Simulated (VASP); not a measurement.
# AlNi (P4/mmm) in VASP: a series of runs

Runs on AlNi. Level: PBEsol. Tasks: single point.

Everything below comes from runs of VASP 6.6.1. Logs are shortened: lines on timing, memory, paths and dates and some standing lists are left out, and cuts for length are marked.

### 1 The cell of the first run

Symmetry: P4/mmm, No. 123, tetragonal system. Conventional cell: a = 2.773 Å, b = 2.773 Å, c = 2.921 Å, α = 90.00°, β = 90.00°, γ = 90.00°. Al (site symmetry 4/mmm) has 8 Ni at 2.44 Å and 6 Al at 2.77 to 2.92 Å within 3.2 Å. Ni (site symmetry 4/mmm) has 8 Al at 2.44 Å and 6 Ni at 2.77 to 2.92 Å within 3.2 Å.

### 2 Single point, PBEsol (biaxial strain in the a-b plane: -3.0 %)

Input file INCAR:

```
PREC = Accurate
ENCUT = 520
EDIFF = 1E-6
ISMEAR = 0
SIGMA = 0.1
LREAL = False
LASPH = True
NELM = 60
ALGO = Fast
ISIF = 2
LWAVE = False
LCHARG = True
GGA = PS
LELF = True
LVHAR = True
NBANDS = 14
```

Input file KPOINTS:

```
Automatic mesh
0
Gamma
  18 18 18
```

Input file POSCAR:

```
AlNi
1.0
    2.7728467920      0.0000000000      0.0000000000
    0.0000000000      2.7728467920      0.0000000000
    0.0000000000      0.0000000000      2.9210581699
Al Ni
1 1
Direct
    0.0000000000      0.0000000000      0.0000000000
    0.5000000000      0.5000000000      0.5000000000
```

Potentials or basis: VASP PAW PBE potentials, release 64 (Al, Ni).

Run with:

```
$ cat potpaw_PBE.64/Al/POTCAR potpaw_PBE.64/Ni/POTCAR > POTCAR
$ mpirun -np 1 vasp_std > vasp.out
```

OUTCAR:

```text
PREC = Accurate
   ENCUT = 520
   EDIFF = 1E-6
   ISMEAR = 0
   LREAL = False
   LASPH = True
   NELM = 60
   ISIF = 2
   GGA = PS

 ion  position               nearest neighbor table
   1  0.000  0.000  0.000-   2 2.44   2 2.44   2 2.44   2 2.44   2 2.44   2 2.44   2 2.44   2 2.44

   2  0.500  0.500  0.500-   1 2.44   1 2.44   1 2.44   1 2.44   1 2.44   1 2.44   1 2.44   1 2.44

  LATTYP: Found a simple tetragonal cell.
 ALAT       =     2.7728467920
 C/A-ratio  =     1.0534509798

  Lattice vectors:

 A1 = (   2.7728467920,   0.0000000000,   0.0000000000)
 A2 = (   0.0000000000,   2.7728467920,   0.0000000000)
 A3 = (   0.0000000000,   0.0000000000,   2.9210581699)

Analysis of symmetry for initial positions (statically):
=====================================================================
 Subroutine PRICEL returns:
 Original cell was already a primitive cell.

 Routine SETGRP: Setting up the symmetry group for a
 simple tetragonal supercell.

 Subroutine GETGRP returns: Found 16 space group operations
 (whereof 16 operations were pure point group operations)
 out of a pool of 16 trial point group operations.

The static configuration has the point symmetry D_4h.

Analysis of symmetry for dynamics (positions and initial velocities):
=====================================================================
 Subroutine PRICEL returns:
 Original cell was already a primitive cell.

 Routine SETGRP: Setting up the symmetry group for a
 simple tetragonal supercell.

 Subroutine GETGRP returns: Found 16 space group operations
 (whereof 16 operations were pure point group operations)
 out of a pool of 16 trial point group operations.

The dynamic configuration has the point symmetry D_4h.

 Subroutine INISYM returns: Found 16 space group operations
 (whereof 16 operations are pure point group operations),
 and found     1 'primitive' translations

----------------------------------------------------------------------------------------

                                     Primitive cell

  volume of cell :      22.4591

  direct lattice vectors                    reciprocal lattice vectors
     2.772846792  0.000000000  0.000000000     0.360640192  0.000000000  0.000000000
     0.000000000  2.772846792  0.000000000     0.000000000  0.360640192  0.000000000
     0.000000000  0.000000000  2.921058170     0.000000000  0.000000000  0.342341693

  length of vectors
     2.772846792  2.772846792  2.921058170     0.360640192  0.360640192  0.342341693

  position of ions in fractional coordinates (direct lattice)
     0.000000000  0.000000000  0.000000000
     0.500000000  0.500000000  0.500000000

  ion indices of the primitive-cell ions
   primitive index   ion index
                 1           1
                 2           2

----------------------------------------------------------------------------------------

 KPOINTS: Automatic mesh

Automatic generation of k-mesh.
 Grid dimensions read from file:
 generate k-points for:   18   18   18

 Generating k-lattice:

  Cartesian coordinates                     Fractional coordinates (reciprocal lattice)
     0.020035566  0.000000000  0.000000000     0.055555556  0.000000000  0.000000000
     0.000000000  0.020035566  0.000000000     0.000000000  0.055555556  0.000000000
     0.000000000  0.000000000  0.019018983     0.000000000  0.000000000  0.055555556

  Length of vectors
     0.020035566  0.020035566  0.019018983

  Shift w.r.t. Gamma in fractional coordinates (k-lattice)
     0.000000000  0.000000000  0.000000000

 Subroutine IBZKPT returns following result:
 ===========================================

 Found    550 irreducible k-points:

 Following reciprocal coordinates:
            Coordinates               Weight
  0.000000  0.000000  0.000000      1.000000
  0.055556  0.000000  0.000000      4.000000
  0.111111  0.000000  0.000000      4.000000
  0.166667  0.000000  0.000000      4.000000
  0.222222  0.000000  0.000000      4.000000
  0.277778  0.000000  0.000000      4.000000
[... 16 lines left out ...]
  0.277778  0.111111  0.000000      8.000000
  0.333333  0.111111  0.000000      8.000000
 [... further k-points ...]
   k-points           NKPTS =    550   k-points in BZ     NKDIM =    550   number of bands    NBANDS=     14
   number of dos      NEDOS =    301   number of ions     NIONS =      2
   total plane-waves  NPLWV =  13824
   dimension x,y,z NGX =    24 NGY =   24 NGZ =   24
   dimension x,y,z NGXF=    48 NGYF=   48 NGZF=   48
   ions per type =               1   1
   NGX,Y,Z   is equivalent  to a cutoff of  14.39, 14.39, 13.66 a.u.
   NGXF,Y,Z  is equivalent  to a cutoff of  28.78, 28.78, 27.32 a.u.
 SYSTEM =  unknown system
   PREC   = accura    normal or accurate (medium, high low for compatibility)
   ISTART =      0    job   : 0-new  1-cont  2-samecut
   ICHARG =      2    charge: 1-file 2-atom 10-const
   ISPIN  =      1    spin polarized calculation?
   LNONCOLLINEAR =      F non collinear calculations
   LSORBIT =      F    spin-orbit coupling
   LASPH  =      T    aspherical Exc in radial PAW
   ENCUT  =  520.0 eV  38.22 Ry    6.18 a.u.   5.16  5.16  5.43*2*pi/ulx,y,z
   NELM   =     60;   NELMIN=  2; NELMDL= -5     # of ELM steps
   EDIFF  = 0.1E-05   stopping-criterion for ELM
   LREAL  =      F    real-space projection
   EDIFFG = 0.1E-04   stopping-criterion for IOM
   NSW    =      0    number of steps for IOM
   IBRION =     -1    ionic relax: 0-MD 1-quasi-New 2-CG
   NFREE  =      0    steps in history (QN), initial steepest desc. (CG)
   ISIF   =      2    stress and relaxation
   ISYM   =      2    0-nonsym 1-usesym 2-fastsym
   POTIM  = 0.5000    time-step for ionic-motion
   TEBEG  =    0.0;   TEEND  =   0.0 temperature during run
   PSTRESS=    0.0 pullay stress
   NELECT =      13.0000    total number of electrons
   NUPDOWN=      -1.0000    fix difference up-down
   EMIN   =  10.00;   EMAX   =-10.00  energy-range for DOS
   EFERMI =   0.00;   METHOD = LEGACY
   ISMEAR =     0;   SIGMA  =   0.10  broadening in eV -4-tet -1-fermi 0-gaus
   EFERMI_NEDOS =   21; number of points for ismear=-14 and -15
   IALGO  =     68    algorithm
   IMIX   =      4    mixing-type and parameters
     AMIX     =   0.40;   BMIX     =  1.00
     AMIX_MAG =   1.60;   BMIX_MAG =  1.00
  volume/ion in A,a.u.               =      11.23        75.78
  Fermi-wavevector in a.u.,A,eV,Ry     =   1.364348  2.578245 25.326519  1.861447
  Thomas-Fermi vector in A             =   2.490672
   LORBIT       =      0    0 simple, 1 ext, 2 COOP (PROOUT), +10 PAW based schemes
   GGA     = PS    functional components
   LHFCALC =     F    Hartree Fock is set to
   AEXX    =    0.0000 exact exchange contribution
   IVDW    =     0    specifies the selected vdW correction
   LEPSILON=     F    determine dielectric tensor
   LRPA    =     F    only Hartree local field effects (RPA)
 non-spin polarized calculation
 RMM-DIIS sequential band-by-band and
 Gauss-broadening in eV      SIGMA  =   0.10
  energy-cutoff  :      520.00
  volume of cell :       22.46
 maximum number of plane-waves:       627
 NGX is ok and might be reduce to    24
   NGX = 11   NGY = 11   NGZ = 11

 number of electron      13.0000002 magnetization

 Free energy of the ion-electron system (eV)
  ---------------------------------------------------
  ext. energy  EPLUGINS =         0.00000000
  ---------------------------------------------------
  free energy    TOTEN  =       -11.55369007 eV

  energy without entropy =      -11.55074934  energy(sigma->0) =      -11.55221970

 E-fermi :  10.7512     XC(G=0): -12.4739

 val. band max:       10.7461912310   @ k =   0.0000   0.0000   0.2778
 cond. band min:      10.7895662204   @ k =   0.2222   0.1111   0.3333
 fundamental gap:      0.0433749894
 Fermi energy:        10.7511687765

 k-point     1 :       0.0000    0.0000    0.0000
  band No.  band energies     occupation
      1      -0.8534      2.00000
      2       7.1634      2.00000
      3       7.2214      2.00000
      4       9.0298      2.00000
      5       9.0298      2.00000
      6       9.1821      2.00000
      7      15.2621      0.00000
      8      17.1766      0.00000
      9      17.1766      0.00000
     10      18.7753      0.00000
     11      19.3075      0.00000
     12      25.7475      0.00000
     13      32.0171      0.00000
     14      32.0171      0.00000

 k-point     2 :       0.0556    0.0000    0.0000
  band No.  band energies     occupation
      1      -0.7919      2.00000
      2       7.1764      2.00000
      3       7.2260      2.00000
      4       8.9947      2.00000
      5       9.0332      2.00000
      6       9.1553      2.00000
      7      15.3492      0.00000
      8      16.3791      0.00000
      9      17.2552      0.00000
     10      18.8432      0.00000
     11      19.9490      0.00000
     12      25.9857      0.00000
     13      31.1706      0.00000
     14      32.0276      0.00000

 k-point     3 :       0.1111    0.0000    0.0000
  band No.  band energies     occupation
      1      -0.6079      2.00000
      2       7.1956      2.00000
      3       7.2494      2.00000
      4       8.8969      2.00000
      5       9.0430      2.00000
      6       9.0797      2.00000
      7      15.0373      0.00000
      8      15.6031      0.00000
      9      17.4863      0.00000
     10      18.8716      0.00000
     11      20.9870      0.00000
     12      26.7151      0.00000
     13      29.7393      0.00000
     14      31.1879      0.00000

 k-point     4 :       0.1667    0.0000    0.0000
  band No.  band energies     occupation
      1      -0.3033      2.00000
      2       7.1657      2.00000
      3       7.3148      2.00000
      4       8.7559      2.00000
      5       8.9682      2.00000
      6       9.0580      2.00000
      7      13.6884      0.00000
      8      16.0055      0.00000
      9      17.8577      0.00000
     10      18.8946      0.00000
     11      21.8764      0.00000
     12      27.9207      0.00000
     13      28.2652      0.00000
     14      29.7751      0.00000

 k-point     5 :       0.2222    0.0000    0.0000
  band No.  band energies     occupation
      1       0.1187      2.00000
      2       7.0439      2.00000
      3       7.4048      2.00000
      4       8.5950      2.00000
      5       8.8380      2.00000
      6       9.0765      2.00000
      7      12.4726      0.00000
      8      16.5339      0.00000
      9      18.3536      0.00000
     10      18.9214      0.00000
     11      22.5987      0.00000
[... 276 lines left out ...]
 k-point    22 :       0.2222    0.1111    0.0000
  band No.  band energies     occupation
      1       0.3568      2.00000
      2       7.1264      2.00000
      3       7.4241      2.00000
      4       8.6100      2.00000
      5       8.7078      2.00000
      6       8.9616      2.00000
      7      12.6397      0.00000
      8      16.1350      0.00000
      9      16.8549      0.00000
     10      19.8451      0.00000
     11      24.1839      0.00000
     12      26.1996      0.00000
     13      27.0017      0.00000
     14      29.6853      0.00000

 k-point    23 :       0.2778    0.1111    0.0000
  band No.  band energies     occupation
      1       0.8867      2.00000
      2       6.8556      2.00000
      3       7.5278      2.00000
      4       8.4557      2.00000
      5       8.5905      2.00000
      6       8.9828      2.00000
      7      11.6377      0.00000
      8      16.5949      0.00000
      9      17.4826      0.00000
     10      19.9696      0.00000
     11      24.5902      0.00000
     12      25.2874      0.00000
     13      25.6538      0.00000
     14      28.8671      0.00000

 k-point    24 :       0.3333    0.1111    0.0000
  band No.  band energies     occupation
      1       1.5210      2.00000
      2       6.3588      2.00000
      3       7.6319      2.00000
      4       8.3189      2.00000
      5       8.5008      2.00000
      6       9.0034      2.00000
      7      10.9127      0.02238
      8      17.1174      0.00000
      9      18.1996      0.00000
     10      20.0623      0.00000
     11      23.8295      0.00000
     12      24.3863      0.00000
     13      25.5770      0.00000
     14      27.9835      0.00000

 [... further k-points ...]
[... 5 lines left out ...]
  --------------------------------------------------------------------------------------
  -------------------------------------------------------------------------------------
  Total        1.3677460      1.3677460      0.7985944      0.0000000      0.0000000      0.0000000
  in kB       97.5717454     97.5717454     56.9698230      0.0000000      0.0000000      0.0000000
  external PRESSURE =      84.0377712 kB  Pullay stress =       0.0000000 kB

 VOLUME and BASIS-vectors are now :
 -----------------------------------------------------------------------------
  energy-cutoff  :      520.00
  volume of cell :       22.46
      direct lattice vectors                 reciprocal lattice vectors
     2.772846792  0.000000000  0.000000000     0.360640192  0.000000000  0.000000000
     0.000000000  2.772846792  0.000000000     0.000000000  0.360640192  0.000000000
     0.000000000  0.000000000  2.921058170     0.000000000  0.000000000  0.342341693

 POSITION                                       TOTAL-FORCE (eV/Angst)
 -----------------------------------------------------------------------------------
      0.00000      0.00000      0.00000         0.000000      0.000000      0.000000
      1.38642      1.38642      1.46053         0.000000      0.000000      0.000000
 -----------------------------------------------------------------------------------
    total drift:                                0.000000      0.000000     -0.000000

  FREE ENERGIE OF THE ION-ELECTRON SYSTEM (eV)
  ---------------------------------------------------
  free  energy   TOTEN  =       -11.5536900658 eV

  energy  without entropy=      -11.5507493361  energy(sigma->0) =      -11.55221970
```

Run time: 92 s. Hardware: 1 thread of AMD EPYC 9R45 (Zen 5), shared host; peak memory 0.26 GiB.

Results:

```
Free energy : -11.5537 eV
Pressure    : 8.4 GPa
```

Levels at points of the mesh, in eV from the Fermi level:
```tsv
k point	band 3	band 4	band 5	band 6	band 7	band 8	band 9	band 10	band 11	band 12
(0.00, 0.00, 0.00)	-3.53	-1.72	-1.72	-1.57	4.51	6.43	6.43	8.02	8.56	15.00
(0.50, 0.00, 0.00)	-3.00	-2.65	-2.33	-1.61	-0.54	8.29	9.20	10.70	10.98	12.27
(0.50, 0.50, 0.00)	-2.81	-2.81	-2.42	-2.42	-1.01	1.91	3.14	12.15	14.91	14.91
(0.00, 0.00, 0.50)	-3.09	-2.34	-2.34	-1.50	-0.96	8.38	10.78	10.78	11.71	11.71
(0.50, 0.00, 0.50)	-3.30	-3.04	-2.21	-2.16	-1.16	1.44	2.63	13.47	15.75	16.24
(0.50, 0.50, 0.50)	-4.41	-1.14	-0.99	1.85	1.98	1.98	4.30	4.56	4.56	5.13
```

Caveat: the cell differs from its parent crystal (biaxial strain in the a-b plane: -3.0 %); the PAW data sets were made with another functional, which shifts forces and pressure a little.

### 3 Single point, PBEsol (biaxial strain in the a-b plane: -2.0 %)

Input file INCAR:

```
SYSTEM = AlNi
ALGO = Fast
EDIFF = 1E-6
ENCUT = 520
GGA = PS
ISIF = 2
ISMEAR = 0
LASPH = .True.
LCHARG = .False.
LREAL = .False.
LWAVE = .False.
NBANDS = 14
NELM = 80
PREC = Accurate
SIGMA = 0.1
```

Input file KPOINTS:

```
k-points
0
Gamma
  18 18 18
  0 0 0
```

Input file POSCAR:

```
AlNi
1.0
    2.8014328414      0.0000000000      0.0000000000
    0.0000000000      2.8014328414      0.0000000000
    0.0000000000      0.0000000000      2.9038417170
Al Ni
1 1
Direct
    0.0000000000      0.0000000000      0.0000000000
    0.5000000000      0.5000000000      0.5000000000
```

Potentials or basis: VASP PAW PBE potentials, release 64 (Al, Ni).

Run with:

```
$ cat potpaw_PBE.64/Al/POTCAR potpaw_PBE.64/Ni/POTCAR > POTCAR
$ mpirun -np 1 vasp_std > vasp.out
```

Wall time 88 s (1 thread of AMD EPYC 9R45 (Zen 5), shared host); peak memory 0.26 GiB.

Results (log left out):

| Property | Result |
| --- | --- |
| Free energy | -11.5731 eV |
| Pressure | 5.6 GPa |

Stress tensor (GPa, compression positive):
```
6.44 0.00 0.00
0.00 6.44 0.00
0.00 0.00 3.82
```

Levels at points of the mesh, in eV from the Fermi level:
```csv
k point,band 4,band 5,band 6,band 7,band 8,band 9,band 10,band 11
"(0.00, 0.00, 0.00)",-1.68,-1.68,-1.58,4.83,6.15,6.15,8.09,8.44
"(0.50, 0.00, 0.00)",-2.54,-2.33,-1.57,-0.59,8.31,9.46,10.69,10.80
"(0.50, 0.50, 0.00)",-2.85,-2.33,-2.33,-1.03,1.77,2.95,12.24,15.00
"(0.00, 0.00, 0.50)",-2.33,-2.33,-1.50,-0.87,8.36,10.55,10.55,11.49
"(0.50, 0.00, 0.50)",-3.01,-2.19,-2.15,-1.12,1.44,2.61,13.14,15.58
"(0.50, 0.50, 0.50)",-1.10,-1.00,1.88,1.97,1.97,4.16,4.55,4.55
```

Caveat: the cell differs from its parent crystal (biaxial strain in the a-b plane: -2.0 %); the PAW data sets were made with another functional, which shifts forces and pressure a little. Spin polarisation is off, so any magnetic state and its effect on volume and gap are missing.
